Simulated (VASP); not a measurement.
Runs of VASP 6.6.1 on W. The structure is that of space group Im-3m (No. 229), or close to it. The cells are those of the table. 

```csv
cell,further INCAR settings,gap on the mesh (eV),pressure (GPa)
"a = 2.771 Å, angles 109.9, 109.9, 108.7°, 1 atom",ALGO = Fast; EDIFF = 1e-07; NBANDS = 13,none,(b)
"a = 2.799 Å, angles 108.3, 108.3, 111.9°, 1 atom",ALGO = Fast; EDIFF = 1e-07; NBANDS = 13,none,-11.5
"a = 2.786 Å, angles 107.9, 107.9, 112.7°, 1 atom",ALGO = Fast; EDIFF = 1e-06; NBANDS = 13,none,-7.3
"a = 2.771 Å, angles 108.7, 108.7, 111.1°, 1 atom",ALGO = Fast; EDIFF = 1e-06; NBANDS = 13,none,-3.7
"a = 2.785 Å, angles 110.3, 110.3, 107.9°, 1 atom",ALGO = Fast; EDIFF = 1e-06; NBANDS = 13,none,-7.9
"a = 2.785 Å, angles 109.1, 109.1, 110.3°, 1 atom",ALGO = Fast; EDIFF = 1e-07; NBANDS = 13,none,(a)
```

Alike in all rows: task single point; level PBE; potentials or basis VASP PAW PBE potentials, release 64 (W_sv); no spin polarisation; k mesh 26 × 26 × 26; cutoff (eV) 520; smearing gaussian 0.15 eV.

Problem. Estimate the missing entries.

Solution. (a) -8.0; (b) -3.9.

Caveats: spin-orbit coupling is left out, which moves the levels of the heavy elements; the cell stands under tension (at least some runs); the stress differs along the axes, from -16 to -3 GPa (at least some runs); the stress differs along the axes, from -13 to 5 GPa (at least some runs); the stress differs along the axes, from -7 to 2 GPa (at least some runs); the stress differs along the axes, from -13 to -5 GPa (at least some runs).

A k mesh can miss the band edges, and the runs leave out spin-orbit coupling on W.

A gap of «none» marks levels without a gap at the run's occupations.
